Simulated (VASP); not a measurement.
# SiC (I-4m2) in VASP: notebook

Runs on SiC. Level: r2SCAN. Tasks: single point.

All numbers are computed with VASP 6.6.1; they aren't measurements. Logs are shortened: lines on timing, memory, paths and dates and some standing lists are left out, and cuts for length are marked.

## Step 1: The cell of the first run

The structure is tetragonal, space group I-4m2 (No. 119). The conventional cell has a = 2.952 Å, b = 2.952 Å, c = 4.522 Å, α = 90.00°, β = 90.00°, γ = 90.00°. Within 2.5 Å of Si (site symmetry -4m2) lie 4 C at 1.86 Å. Within 2.5 Å of C (site symmetry -4m2) lie 4 Si at 1.86 Å.

## Step 2: Single point, r2SCAN (strain -0.040 along x and y, +0.040 along z)

Input file POSCAR:

```
SiC
1.0
    0.0000000000      2.0870400000      2.2609600000
    2.0870400000      0.0000000000      2.2609600000
    2.0870400000      2.0870400000      0.0000000000
Si C
1 1
Direct
    0.0000000000      0.0000000000      0.0000000000
    0.7500000000      0.7500000000      0.7500000000
```

Input file INCAR.step1:

```
SYSTEM = SiC
ALGO = Normal ; EDIFF = 1E-4
ENCUT = 520 ; GGA = PE
ISMEAR = 0 ; LASPH = .TRUE.
LCHARG = .FALSE. ; LREAL = .FALSE.
LWAVE = .TRUE. ; NBANDS = 11
NELM = 100 ; PREC = Accurate
SIGMA = 0.05
```

Input file INCAR.step2:

```
SYSTEM = SiC
ALGO = Normal ; EDIFF = 1E-6
ENCUT = 520 ; ISIF = 2
ISMEAR = 0 ; ISTART = 1
LASPH = .TRUE. ; LCHARG = .FALSE.
LMIXTAU = .TRUE. ; LREAL = .FALSE.
LWAVE = .FALSE. ; METAGGA = R2SCAN
NBANDS = 11 ; NELM = 100
PREC = Accurate ; SIGMA = 0.05
```

Input file KPOINTS:

```
k-points
0
G
  12 12 12
  0 0 0
```

Potentials or basis: VASP PAW PBE potentials, release 64 (Si, C).

Run with:

```console
cat potpaw_PBE.64/Si/POTCAR potpaw_PBE.64/C/POTCAR > POTCAR
cp INCAR.step1 INCAR
mpirun -np 1 vasp_std > vasp.out
cp INCAR.step2 INCAR
mpirun -np 1 vasp_std > vasp.out
```

OUTCAR:

```text
SYSTEM = SiC
   EDIFF = 1E-6
   ENCUT = 520
   ISIF = 2
   ISMEAR = 0
   ISTART = 1
   LASPH = .TRUE.
   LREAL = .FALSE.
   METAGGA = R2SCAN
   NELM = 100
   PREC = Accurate

 ion  position               nearest neighbor table
   1  0.000  0.000  0.000-   2 1.86   2 1.86   2 1.86   2 1.86
   2  0.750  0.750  0.750-   1 1.86   1 1.86   1 1.86   1 1.86

  LATTYP: Found a body centered tetragonal cell.
 ALAT       =     2.9515202732
 C/A-ratio  =     1.5320646926

  Lattice vectors:

 A1 = (  -2.0870400000,   0.0000000000,   2.2609600000)
 A2 = (   2.0870400000,   0.0000000000,   2.2609600000)
 A3 = (   0.0000000000,   2.0870400000,  -2.2609600000)

Analysis of symmetry for initial positions (statically):
=====================================================================
 Subroutine PRICEL returns:
 Original cell was already a primitive cell.

 Routine SETGRP: Setting up the symmetry group for a
 body centered tetragonal supercell.

 Subroutine GETGRP returns: Found  8 space group operations
 (whereof  8 operations were pure point group operations)
 out of a pool of 16 trial point group operations.

The static configuration has the point symmetry D_2d.

Analysis of symmetry for dynamics (positions and initial velocities):
=====================================================================
 Subroutine PRICEL returns:
 Original cell was already a primitive cell.

 Routine SETGRP: Setting up the symmetry group for a
 body centered tetragonal supercell.

 Subroutine GETGRP returns: Found  8 space group operations
 (whereof  8 operations were pure point group operations)
 out of a pool of 16 trial point group operations.

The dynamic configuration has the point symmetry D_2d.

 Subroutine INISYM returns: Found  8 space group operations
 (whereof  8 operations are pure point group operations),
 and found     1 'primitive' translations

----------------------------------------------------------------------------------------

                                     Primitive cell

  volume of cell :      19.6963

  direct lattice vectors                    reciprocal lattice vectors
     0.000000000  2.087040000  2.260960000    -0.239573750  0.239573750  0.221145000
     2.087040000  0.000000000  2.260960000     0.239573750 -0.239573750  0.221145000
     2.087040000  2.087040000  0.000000000     0.239573750  0.239573750 -0.221145000

  length of vectors
     3.076958902  3.076958902  2.951520273     0.404593963  0.404593963  0.404593963

  position of ions in fractional coordinates (direct lattice)
     0.000000000  0.000000000  0.000000000
     0.750000000  0.750000000  0.750000000

  ion indices of the primitive-cell ions
   primitive index   ion index
                 1           1
                 2           2

----------------------------------------------------------------------------------------

 KPOINTS: k-points

Automatic generation of k-mesh.
 Grid dimensions read from file:
 generate k-points for:   12   12   12

 Generating k-lattice:

  Cartesian coordinates                     Fractional coordinates (reciprocal lattice)
    -0.019964479  0.019964479  0.018428750     0.083333333  0.000000000  0.000000000
     0.019964479 -0.019964479  0.018428750     0.000000000  0.083333333  0.000000000
     0.019964479  0.019964479 -0.018428750     0.000000000  0.000000000  0.083333333

  Length of vectors
     0.033716164  0.033716164  0.033716164

  Shift w.r.t. Gamma in fractional coordinates (k-lattice)
     0.000000000  0.000000000  0.000000000

 Subroutine IBZKPT returns following result:
 ===========================================

 Found    163 irreducible k-points:

 Following reciprocal coordinates:
            Coordinates               Weight
  0.000000  0.000000  0.000000      1.000000
  0.083333  0.000000  0.000000      8.000000
  0.166667 -0.000000  0.000000      8.000000
  0.250000 -0.000000  0.000000      8.000000
  0.333333  0.000000  0.000000      8.000000
  0.416667  0.000000  0.000000      8.000000
[... 16 lines left out ...]
  0.500000  0.166667  0.000000      8.000000
 -0.416667  0.166667  0.000000      8.000000
 [... further k-points ...]
   k-points           NKPTS =    163   k-points in BZ     NKDIM =    163   number of bands    NBANDS=     11
   number of dos      NEDOS =    301   number of ions     NIONS =      2
   total plane-waves  NPLWV =  13824
   dimension x,y,z NGX =    24 NGY =   24 NGZ =   24
   dimension x,y,z NGXF=    48 NGYF=   48 NGZF=   48
   ions per type =               1   1
   NGX,Y,Z   is equivalent  to a cutoff of  12.97, 12.97, 13.52 a.u.
   NGXF,Y,Z  is equivalent  to a cutoff of  25.93, 25.93, 27.04 a.u.
 SYSTEM =  SiC
   PREC   = accura    normal or accurate (medium, high low for compatibility)
   ISTART =      1    job   : 0-new  1-cont  2-samecut
   ICHARG =      0    charge: 1-file 2-atom 10-const
   ISPIN  =      1    spin polarized calculation?
   LNONCOLLINEAR =      F non collinear calculations
   LSORBIT =      F    spin-orbit coupling
   LASPH  =      T    aspherical Exc in radial PAW
   ENCUT  =  520.0 eV  38.22 Ry    6.18 a.u.   5.72  5.72  5.49*2*pi/ulx,y,z
   NELM   =    100;   NELMIN=  2; NELMDL=  0     # of ELM steps
   EDIFF  = 0.1E-05   stopping-criterion for ELM
   LREAL  =      F    real-space projection
   EDIFFG = 0.1E-04   stopping-criterion for IOM
   NSW    =      0    number of steps for IOM
   IBRION =     -1    ionic relax: 0-MD 1-quasi-New 2-CG
   NFREE  =      0    steps in history (QN), initial steepest desc. (CG)
   ISIF   =      2    stress and relaxation
   ISYM   =      2    0-nonsym 1-usesym 2-fastsym
   POTIM  = 0.5000    time-step for ionic-motion
   TEBEG  =    0.0;   TEEND  =   0.0 temperature during run
   PSTRESS=    0.0 pullay stress
   NELECT =       8.0000    total number of electrons
   NUPDOWN=      -1.0000    fix difference up-down
   EMIN   =  10.00;   EMAX   =-10.00  energy-range for DOS
   EFERMI =   0.00;   METHOD = LEGACY
   ISMEAR =     0;   SIGMA  =   0.05  broadening in eV -4-tet -1-fermi 0-gaus
   EFERMI_NEDOS =   21; number of points for ismear=-14 and -15
   IALGO  =     38    algorithm
   IMIX   =      4    mixing-type and parameters
     AMIX     =   0.40;   BMIX     =  1.00
     AMIX_MAG =   1.60;   BMIX_MAG =  1.00
  volume/ion in A,a.u.               =       9.85        66.46
  Fermi-wavevector in a.u.,A,eV,Ry     =   1.212393  2.291090 19.999154  1.469896
  Thomas-Fermi vector in A             =   2.347878
   LORBIT       =      0    0 simple, 1 ext, 2 COOP (PROOUT), +10 PAW based schemes
   METAGGA = R2SCAN    functional components
   LHFCALC =     F    Hartree Fock is set to
   AEXX    =    0.0000 exact exchange contribution
   IVDW    =     0    specifies the selected vdW correction
   LEPSILON=     F    determine dielectric tensor
   LRPA    =     F    only Hartree local field effects (RPA)
 non-spin polarized calculation
 Gauss-broadening in eV      SIGMA  =   0.05
  energy-cutoff  :      520.00
  volume of cell :       19.70
 maximum number of plane-waves:       549
   NGX = 11   NGY = 11   NGZ = 11

 number of electron       7.9999999 magnetization

 Free energy of the ion-electron system (eV)
  ---------------------------------------------------
  ext. energy  EPLUGINS =         0.00000000
  ---------------------------------------------------
  free energy    TOTEN  =       -19.20956911 eV

  energy without entropy =      -19.20956911  energy(sigma->0) =      -19.20956911

 E-fermi :   9.1175     XC(G=0): -12.1633

 val. band max:        8.8069587967   @ k =  -0.0833   0.0833   0.0000
 cond. band min:      10.0296848087   @ k =   0.5000   0.0000   0.5000
 fundamental gap:      1.2227260120
 Fermi energy:         9.1175267528

 k-point     1 :       0.0000    0.0000    0.0000
  band No.  band energies     occupation
      1      -8.0242      2.00000
      2       8.1348      2.00000
      3       8.7899      2.00000
      4       8.7899      2.00000
      5      15.9466      0.00000
      6      16.7406      0.00000
      7      16.7406      0.00000
      8      16.9220      0.00000
      9      22.5493      0.00000
     10      25.3250      0.00000
     11      25.4251      0.00000

 k-point     2 :       0.0833    0.0000    0.0000
  band No.  band energies     occupation
      1      -7.8773      2.00000
      2       7.6753      2.00000
      3       8.3609      2.00000
      4       8.7178      2.00000
      5      16.1042      0.00000
      6      16.7884      0.00000
      7      16.9497      0.00000
      8      17.2793      0.00000
      9      21.9943      0.00000
     10      24.4720      0.00000
     11      26.1299      0.00000

 k-point     3 :       0.1667   -0.0000    0.0000
  band No.  band energies     occupation
      1      -7.4413      2.00000
      2       6.0497      2.00000
      3       7.9209      2.00000
      4       8.5395      2.00000
      5      15.7317      0.00000
      6      17.2289      0.00000
      7      17.4293      0.00000
      8      18.2032      0.00000
      9      21.6748      0.00000
     10      23.2943      0.00000
     11      26.0385      0.00000

 k-point     4 :       0.2500   -0.0000    0.0000
  band No.  band energies     occupation
      1      -6.7326      2.00000
      2       4.0112      2.00000
      3       7.5189      2.00000
      4       8.3320      2.00000
      5      15.1837      0.00000
      6      17.2086      0.00000
      7      17.7505      0.00000
      8      19.2583      0.00000
      9      22.4380      0.00000
     10      22.9966      0.00000
     11      25.6083      0.00000
[... 239 lines left out ...]
 k-point    22 :       0.4167    0.1667    0.0000
  band No.  band energies     occupation
      1      -5.1371      2.00000
      2       1.8090      2.00000
      3       5.5786      2.00000
      4       7.1551      2.00000
      5      14.2981      0.00000
      6      17.2572      0.00000
      7      19.4043      0.00000
      8      19.6798      0.00000
      9      23.3725      0.00000
     10      27.1515      0.00000
     11      27.9979      0.00000

 k-point    23 :       0.5000    0.1667    0.0000
  band No.  band energies     occupation
      1      -4.1710      2.00000
      2       0.3766      2.00000
      3       5.0073      2.00000
      4       7.2851      2.00000
      5      14.4941      0.00000
      6      17.0446      0.00000
      7      18.9268      0.00000
      8      20.8176      0.00000
      9      24.3471      0.00000
     10      27.2489      0.00000
     11      28.1109      0.00000

 k-point    24 :      -0.4167    0.1667    0.0000
  band No.  band energies     occupation
      1      -3.8366      2.00000
      2      -0.0456      2.00000
      3       4.6807      2.00000
      4       7.5626      2.00000
      5      14.9282      0.00000
      6      16.9472      0.00000
      7      18.5298      0.00000
      8      20.9170      0.00000
      9      25.1803      0.00000
     10      25.5485      0.00000
     11      28.0082      0.00000

 [... further k-points ...]
[... 5 lines left out ...]
  --------------------------------------------------------------------------------------
  -------------------------------------------------------------------------------------
  Total        2.4881153      2.4881153     -0.8112764      0.0000000      0.0000000      0.0000000
  in kB      202.3935451    202.3935451    -65.9925651      0.0000000      0.0000000      0.0000000
  external PRESSURE =     112.9315084 kB  Pullay stress =       0.0000000 kB

 VOLUME and BASIS-vectors are now :
 -----------------------------------------------------------------------------
  energy-cutoff  :      520.00
  volume of cell :       19.70
      direct lattice vectors                 reciprocal lattice vectors
     0.000000000  2.087040000  2.260960000    -0.239573750  0.239573750  0.221145000
     2.087040000  0.000000000  2.260960000     0.239573750 -0.239573750  0.221145000
     2.087040000  2.087040000  0.000000000     0.239573750  0.239573750 -0.221145000

 POSITION                                       TOTAL-FORCE (eV/Angst)
 -----------------------------------------------------------------------------------
      0.00000      0.00000      0.00000         0.000000      0.000000      0.000000
      3.13056      3.13056      3.39144        -0.000000     -0.000000     -0.000000
 -----------------------------------------------------------------------------------
    total drift:                                0.000001      0.000001     -0.000000

  FREE ENERGIE OF THE ION-ELECTRON SYSTEM (eV)
  ---------------------------------------------------
  free  energy   TOTEN  =       -19.2095691148 eV

  energy  without entropy=      -19.2095691148  energy(sigma->0) =      -19.20956911
```

Wall time 1.7 min (1 thread of AMD EPYC 9R45 (Zen 5), shared host); peak memory 0.13 GiB.

What came out:

* Free energy: -19.2096 eV
* Pressure: 11.3 GPa
* Band gap on the k mesh: 1.22 eV, indirect (least direct gap 5.04 eV)

Stress tensor (GPa, compression positive):
```
20.24  0.00  0.00
 0.00 20.24  0.00
 0.00  0.00 -6.60
```

Caveat: the cell differs from its parent crystal (strain -0.040 along x and y, +0.040 along z); the PAW data sets were made with another functional, which shifts forces and pressure a little.

(Continued in part 2 of 2.)
